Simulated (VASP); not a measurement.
# ZrSc4F2 (P6/mmm) in VASP: single point with PBE

Aim: the single point of ZrSc4F2 with PBE.

Everything below comes from runs of VASP 6.6.1. Logs are shortened: lines on timing, memory, paths and dates and some standing lists are left out, and cuts for length are marked.

**1. The cell of the first run**

It takes space group P6/mmm (No. 191, hexagonal). The conventional cell has a = 5.421 Å, b = 5.421 Å, c = 6.348 Å, α = 90.00°, β = 90.00°, γ = 120.00°. Zr (site symmetry 6/mmm) has 2 F at 1.98 Å within 2.6 Å. Sc (site symmetry 3m) has 5 Sc at 2.89 to 3.45 Å and 3 F at 3.17 Å and 3 Zr at 3.45 Å within 3.8 Å. F (site symmetry 6mm) has 1 Zr at 1.98 Å and 1 F at 2.40 Å within 2.6 Å.

The cell was built from a structure type or drawn by symmetry, and may not be a known phase.

**2. Single point, PBE**

File INCAR:

```
SYSTEM = ZrSc4F2
PREC = Accurate ; ENCUT = 520
EDIFF = 1E-7 ; ISMEAR = 0
SIGMA = 0.2 ; LREAL = .False.
LASPH = .True. ; NELM = 100
ALGO = Normal ; ISIF = 2
LWAVE = .False. ; LCHARG = .False.
GGA = PE ; NBANDS = 44
```

File KPOINTS:

```
Automatic mesh
0
Gamma
  4 4 3
  0 0 0
```

File POSCAR:

```
ZrSc4F2
1.0
    5.4211560020      0.0000000032      0.0000000000
   -2.7105780037      4.6948588140      0.0000000000
    0.0000000000      0.0000000000      6.3476281989
Zr Sc F
1 4 2
Direct
    0.0000000000      0.0000000000      0.5000000000
    0.3333333333      0.6666666667      0.7280161891
    0.3333333333      0.6666666667      0.2719838109
    0.6666666667      0.3333333333      0.2719838109
    0.6666666667      0.3333333333      0.7280161891
    0.0000000000      0.0000000000      0.8112784789
    0.0000000000      0.0000000000      0.1887215211
```

Potentials or basis: VASP PAW PBE potentials, release 64 (Zr_sv, Sc_sv, F).

Launch:

```
cat potpaw_PBE.64/Zr_sv/POTCAR potpaw_PBE.64/Sc_sv/POTCAR potpaw_PBE.64/F/POTCAR > POTCAR
mpirun -np 1 vasp_std > vasp.out
```

OUTCAR:

```text
SYSTEM = ZrSc4F2
   PREC = Accurate
   ENCUT = 520
   EDIFF = 1E-7
   ISMEAR = 0
   LREAL = .False.
   LASPH = .True.
   NELM = 100
   ISIF = 2
   GGA = PE

 ion  position               nearest neighbor table
   1  0.000  0.000  0.500-   6 1.98   7 1.98   4 3.45   5 3.45   2 3.45   3 3.45   2 3.45   3 3.45
                             4 3.45   5 3.45   4 3.45   5 3.45   2 3.45   3 3.45
   2  0.333  0.667  0.728-   3 2.89   5 3.13   5 3.13   5 3.13   1 3.45   1 3.45   1 3.45
   3  0.333  0.667  0.272-   2 2.89   4 3.13   4 3.13   4 3.13   1 3.45   1 3.45   1 3.45
   4  0.667  0.333  0.272-   5 2.89   3 3.13   3 3.13   3 3.13   1 3.45   1 3.45   1 3.45
   5  0.667  0.333  0.728-   4 2.89   2 3.13   2 3.13   2 3.13   1 3.45   1 3.45   1 3.45
   6  0.000  0.000  0.811-   1 1.98
   7  0.000  0.000  0.189-   1 1.98

  LATTYP: Found a hexagonal cell.
 ALAT       =     5.4211560020
 C/A-ratio  =     1.1708993795

  Lattice vectors:

 A1 = (   5.4211560020,   0.0000000032,   0.0000000000)
 A2 = (  -2.7105780037,   4.6948588140,   0.0000000000)
 A3 = (   0.0000000000,   0.0000000000,   6.3476281989)

Analysis of symmetry for initial positions (statically):
=====================================================================
 Subroutine PRICEL returns:
 Original cell was already a primitive cell.

 Routine SETGRP: Setting up the symmetry group for a
 hexagonal supercell.

 Subroutine GETGRP returns: Found 24 space group operations
 (whereof 24 operations were pure point group operations)
 out of a pool of 24 trial point group operations.

The static configuration has the point symmetry D_6h.

Analysis of symmetry for dynamics (positions and initial velocities):
=====================================================================
 Subroutine PRICEL returns:
 Original cell was already a primitive cell.

 Routine SETGRP: Setting up the symmetry group for a
 hexagonal supercell.

 Subroutine GETGRP returns: Found 24 space group operations
 (whereof 24 operations were pure point group operations)
 out of a pool of 24 trial point group operations.

The dynamic configuration has the point symmetry D_6h.

 Subroutine INISYM returns: Found 24 space group operations
 (whereof 24 operations are pure point group operations),
 and found     1 'primitive' translations

----------------------------------------------------------------------------------------

                                     Primitive cell

  volume of cell :     161.5571

  direct lattice vectors                    reciprocal lattice vectors
     5.421156002  0.000000003  0.000000000     0.184462502  0.106499475  0.000000000
    -2.710578004  4.694858814  0.000000000    -0.000000000  0.212998950  0.000000000
     0.000000000  0.000000000  6.347628199     0.000000000  0.000000000  0.157539158

  length of vectors
     5.421156002  5.421156002  6.347628199     0.212998950  0.212998950  0.157539158

  position of ions in fractional coordinates (direct lattice)
     0.000000000  0.000000000  0.500000000
     0.333333333  0.666666667  0.728016189
     0.333333333  0.666666667  0.271983811
     0.666666667  0.333333333  0.271983811
     0.666666667  0.333333333  0.728016189
     0.000000000  0.000000000  0.811278479
     0.000000000  0.000000000  0.188721521

  ion indices of the primitive-cell ions
   primitive index   ion index
                 1           1
                 2           2
                 3           3
                 4           4
                 5           5
                 6           6
                 7           7

----------------------------------------------------------------------------------------

 KPOINTS: Automatic mesh

Automatic generation of k-mesh.
 Grid dimensions read from file:
 generate k-points for:    4    4    3

 Generating k-lattice:

  Cartesian coordinates                     Fractional coordinates (reciprocal lattice)
     0.046115625  0.026624869  0.000000000     0.250000000  0.000000000  0.000000000
    -0.000000000  0.053249738  0.000000000     0.000000000  0.250000000  0.000000000
     0.000000000  0.000000000  0.052513053     0.000000000  0.000000000  0.333333333

  Length of vectors
     0.053249738  0.053249738  0.052513053

  Shift w.r.t. Gamma in fractional coordinates (k-lattice)
     0.000000000  0.000000000  0.000000000

 Subroutine IBZKPT returns following result:
 ===========================================

 Found      8 irreducible k-points:

 Following reciprocal coordinates:
            Coordinates               Weight
  0.000000  0.000000  0.000000      1.000000
  0.250000  0.000000  0.000000      6.000000
  0.500000  0.000000  0.000000      3.000000
  0.250000  0.250000  0.000000      6.000000
  0.000000  0.000000  0.333333      2.000000
  0.250000  0.000000  0.333333     12.000000
  0.500000  0.000000  0.333333      6.000000
  0.250000  0.250000  0.333333     12.000000
   k-points           NKPTS =      8   k-points in BZ     NKDIM =      8   number of bands    NBANDS=     44
   number of dos      NEDOS =    301   number of ions     NIONS =      7
   total plane-waves  NPLWV =  76800
   dimension x,y,z NGX =    40 NGY =   40 NGZ =   48
   dimension x,y,z NGXF=    80 NGYF=   80 NGZF=   96
   ions per type =               1   4   2
   NGX,Y,Z   is equivalent  to a cutoff of  12.27, 12.27, 12.57 a.u.
   NGXF,Y,Z  is equivalent  to a cutoff of  24.53, 24.53, 25.14 a.u.
 SYSTEM =  ZrSc4F2
   PREC   = accura    normal or accurate (medium, high low for compatibility)
   ISTART =      0    job   : 0-new  1-cont  2-samecut
   ICHARG =      2    charge: 1-file 2-atom 10-const
   ISPIN  =      1    spin polarized calculation?
   LNONCOLLINEAR =      F non collinear calculations
   LSORBIT =      F    spin-orbit coupling
   LASPH  =      T    aspherical Exc in radial PAW
   ENCUT  =  520.0 eV  38.22 Ry    6.18 a.u.  10.08 10.08 11.80*2*pi/ulx,y,z
   NELM   =    100;   NELMIN=  2; NELMDL= -5     # of ELM steps
   EDIFF  = 0.1E-06   stopping-criterion for ELM
   LREAL  =      F    real-space projection
   EDIFFG = 0.1E-05   stopping-criterion for IOM
   NSW    =      0    number of steps for IOM
   IBRION =     -1    ionic relax: 0-MD 1-quasi-New 2-CG
   NFREE  =      0    steps in history (QN), initial steepest desc. (CG)
   ISIF   =      2    stress and relaxation
   ISYM   =      2    0-nonsym 1-usesym 2-fastsym
   POTIM  = 0.5000    time-step for ionic-motion
   TEBEG  =    0.0;   TEEND  =   0.0 temperature during run
   PSTRESS=    0.0 pullay stress
   NELECT =      70.0000    total number of electrons
   NUPDOWN=      -1.0000    fix difference up-down
   EMIN   =  10.00;   EMAX   =-10.00  energy-range for DOS
   EFERMI =   0.00;   METHOD = LEGACY
   ISMEAR =     0;   SIGMA  =   0.20  broadening in eV -4-tet -1-fermi 0-gaus
   EFERMI_NEDOS =   21; number of points for ismear=-14 and -15
   IALGO  =     38    algorithm
   IMIX   =      4    mixing-type and parameters
     AMIX     =   0.40;   BMIX     =  1.00
     AMIX_MAG =   1.60;   BMIX_MAG =  1.00
  volume/ion in A,a.u.               =      23.08       155.75
  Fermi-wavevector in a.u.,A,eV,Ry     =   1.238793  2.340980 20.879623  1.534609
  Thomas-Fermi vector in A             =   2.373304
   LORBIT       =      0    0 simple, 1 ext, 2 COOP (PROOUT), +10 PAW based schemes
   GGA     = PE    functional components
   LHFCALC =     F    Hartree Fock is set to
   AEXX    =    0.0000 exact exchange contribution
   IVDW    =     0    specifies the selected vdW correction
   LEPSILON=     F    determine dielectric tensor
   LRPA    =     F    only Hartree local field effects (RPA)
 non-spin polarized calculation
 Gauss-broadening in eV      SIGMA  =   0.20
  energy-cutoff  :      520.00
  volume of cell :      161.56
 maximum number of plane-waves:      4375
   NGX = 21   NGY = 21   NGZ = 23

 number of electron      70.0000026 magnetization

 Free energy of the ion-electron system (eV)
  ---------------------------------------------------
  ext. energy  EPLUGINS =         0.00000000
  ---------------------------------------------------
  free energy    TOTEN  =       -41.33379035 eV

  energy without entropy =      -41.07355784  energy(sigma->0) =      -41.20367409

 E-fermi :   3.7878     XC(G=0):  -9.3863

 val. band max:        3.7748944486   @ k =   0.5000   0.0000   0.0000
 cond. band min:       3.7913934842   @ k =   0.2500   0.2500   0.3333
 fundamental gap:      0.0164990356
 Fermi energy:         3.7877631534

 k-point     1 :       0.0000    0.0000    0.0000
  band No.  band energies     occupation
      1     -46.2426      2.00000
      2     -46.1976      2.00000
      3     -46.1923      2.00000
      4     -46.1498      2.00000
      5     -45.8007      2.00000
      6     -25.0680      2.00000
[... 36 lines left out ...]
     43       4.9511      0.00000
     44       5.2497      0.00000

 k-point     2 :       0.2500    0.0000    0.0000
  band No.  band energies     occupation
      1     -46.2360      2.00000
      2     -46.1986      2.00000
      3     -46.1915      2.00000
      4     -46.1559      2.00000
      5     -45.8011      2.00000
      6     -25.0845      2.00000
[... 36 lines left out ...]
     43       5.2033      0.00000
     44       5.2351      0.00000

 k-point     3 :       0.5000    0.0000    0.0000
  band No.  band energies     occupation
      1     -46.2253      2.00000
      2     -46.2089      2.00000
      3     -46.1817      2.00000
      4     -46.1657      2.00000
      5     -45.8015      2.00000
      6     -25.1053      2.00000
[... 224 lines left out ...]
     43       5.2537      0.00000
     44       5.4375      0.00000

 k-point     8 :       0.2500    0.2500    0.3333
  band No.  band energies     occupation
      1     -46.2220      2.00000
      2     -46.2055      2.00000
      3     -46.1851      2.00000
      4     -46.1691      2.00000
      5     -45.8015      2.00000
      6     -25.1295      2.00000
[... 36 lines left out ...]
     43       5.0144      0.00000
     44       5.5292      0.00000

------------------------ aborting loop because EDIFF is reached ----------------------------------------

  FORCE on cell =-STRESS in cart. coord.  units (eV):
  Direction    XX          YY          ZZ          XY          YZ          ZX
  --------------------------------------------------------------------------------------
  -------------------------------------------------------------------------------------
  Total        0.0068426      0.0068426     -0.2727272      0.0000000     -0.0000000     -0.0000000
  in kB        0.0678590      0.0678590     -2.7046630      0.0000000     -0.0000000     -0.0000000
  external PRESSURE =      -0.8563150 kB  Pullay stress =       0.0000000 kB

 VOLUME and BASIS-vectors are now :
 -----------------------------------------------------------------------------
  energy-cutoff  :      520.00
  volume of cell :      161.56
      direct lattice vectors                 reciprocal lattice vectors
     5.421156002  0.000000003  0.000000000     0.184462502  0.106499475  0.000000000
    -2.710578004  4.694858814  0.000000000    -0.000000000  0.212998950  0.000000000
     0.000000000  0.000000000  6.347628199     0.000000000  0.000000000  0.157539158

 POSITION                                       TOTAL-FORCE (eV/Angst)
 -----------------------------------------------------------------------------------
      0.00000      0.00000      3.17381        -0.000000      0.000000      0.000000
     -0.00000      3.12991      4.62118        -0.000000      0.000000      0.014923
     -0.00000      3.12991      1.72645        -0.000000     -0.000000     -0.014923
      2.71058      1.56495      1.72645         0.000000     -0.000000     -0.014923
      2.71058      1.56495      4.62118         0.000000      0.000000      0.014923
      0.00000      0.00000      5.14969         0.000000      0.000000      0.117563
      0.00000      0.00000      1.19793         0.000000      0.000000     -0.117563
 -----------------------------------------------------------------------------------
    total drift:                                0.000000     -0.000000      0.000000

  FREE ENERGIE OF THE ION-ELECTRON SYSTEM (eV)
  ---------------------------------------------------
  free  energy   TOTEN  =       -41.3337903494 eV

  energy  without entropy=      -41.0735578401  energy(sigma->0) =      -41.20367409
```

Wall time 55 s (1 thread of AMD EPYC 9R45 (Zen 5), shared host); peak memory 0.25 GiB.

Results:

```yaml
Free_energy: -41.3338 eV
Pressure: -0.1 GPa
Largest_force: 0.118 eV/Å
Band_gap_on_the_k_mesh: zero (bands 35 and 36 overlap by 0.32 eV)
```

Forces on the atoms (eV/Å):
```
Zr   0.000  0.000  0.000
Sc   0.000  0.000  0.015
Sc   0.000  0.000 -0.015
Sc   0.000  0.000 -0.015
Sc   0.000  0.000  0.015
F    0.000  0.000  0.118
F    0.000  0.000 -0.118
```

Stress tensor (GPa, compression positive):
```
 0.01  0.00  0.00
 0.00  0.01  0.00
 0.00  0.00 -0.27
```
